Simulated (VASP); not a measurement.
## Sc: single point with PBE

The system is Sc.

```
CELL_PARAMETERS angstrom
-1.83917 1.83917 1.83917
1.83917 -1.83917 1.83917
1.83917 1.83917 -1.83917
ATOMIC_POSITIONS crystal
Sc 0.00000 0.00000 0.00000
```

This isn't the form of Sc at room conditions, which is hcp.

```
Program                : VASP 6.6.1
Task                   : single point
Functional             : PBE
Potentials or basis    : VASP PAW PBE potentials, release 64 (Sc_sv)
Cutoff                 : 520 eV
k mesh                 : 21 × 21 × 21
Occupations            : fermi-dirac, width 0.0612256 eV
Spin                   : no spin polarisation
Dipole correction      : no
Further INCAR settings : ALGO = Normal; EDIFF = 1e-07; NBANDS = 12
```

- Pressure: 0.0 GPa
- Band gap on the k mesh: zero (an odd number of electrons rules out a gap without spin polarisation)

Levels at points of the mesh, in eV from the Fermi level:
| k point | band 3 | band 4 | band 5 | band 6 | band 7 | band 8 |
| --- | --- | --- | --- | --- | --- | --- |
| (0.00, 0.00, 0.00) | -28.03 | -28.03 | -5.22 | 1.44 | 1.44 | 1.44 |

Wall time 88 s on 1 thread of Oxide Virtual Turin-like Processor, on a shared host, peak memory 0.17 GiB.
